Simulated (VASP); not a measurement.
Ir, 2 atoms in the cell. The structure is cubic, space group Fd-3m (No. 227). Conventional cell: a = 5.534 Å, b = 5.534 Å, c = 5.534 Å, α = 90.00°, β = 90.00°, γ = 90.00°. Ir (site symmetry -43m) has 4 Ir at 2.40 Å within 3.2 Å. This isn't the form of Ir at room conditions, which is fcc.

```yaml
Program: VASP 6.6.1
Task: single point
Functional: PBE
Potentials_or_basis: VASP PAW PBE potentials, release 64 (Ir)
Cutoff: 520 eV
k_mesh: 17 × 17 × 17
Occupations: fermi-dirac, width 0.0612256 eV
Spin: no spin polarisation
Dipole_correction: no
Further_INCAR_settings: ALGO = Normal; EDIFF = 1e-06; NBANDS = 16
```

Potentials or basis: VASP PAW PBE potentials, release 64 (Ir).

Run with:

```console
$ cat potpaw_PBE.64/Ir/POTCAR > POTCAR
$ mpirun -np 1 vasp_std > vasp.out
```

Hardware: 1 thread of Intel Xeon 8259CL (shared host).

Q: How long does it take, and how much memory?

A: Run time: 2.9 min on 1 thread of Intel Xeon 8259CL, with other jobs on the host, peak memory 0.24 GiB. Counts: scf iterations 12, k points 165.
